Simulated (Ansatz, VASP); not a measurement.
**CaO: VASP beside Ansatz**

```
CELL_PARAMETERS angstrom
0.00000 2.39755 2.39755
2.39755 0.00000 2.39755
2.39755 2.39755 0.00000
ATOMIC_POSITIONS crystal
Ca 0.00000 0.00000 0.00000
O 0.50000 0.50000 0.50000
```

Alike in both runs: task single point; functional PBE; k mesh 6 × 6 × 6; no spin polarisation.

|  | VASP | Ansatz |
| --- | --- | --- |
| version | VASP 6.6.1 | Ansatz 0.2.0 |
| potentials or method | VASP PAW PBE potentials, release 64 (Ca_sv, O) | plane waves, PAW |
| plane-wave cutoff (eV) | 520 | 420 |
| occupations | gaussian, width 0.01 eV | fixed |
| valence electrons in the cell | 16 | 16 |

Ansatz gave:

| Quantity | Value |
| --- | --- |
| gap on the k mesh at the Fermi level (eV) | 3.65 |
| pressure (GPa) | 2.5 |

Q: Estimate VASP's values.

A: gap on the k mesh at the Fermi level (eV): 3.63; pressure (GPa): 3.1.
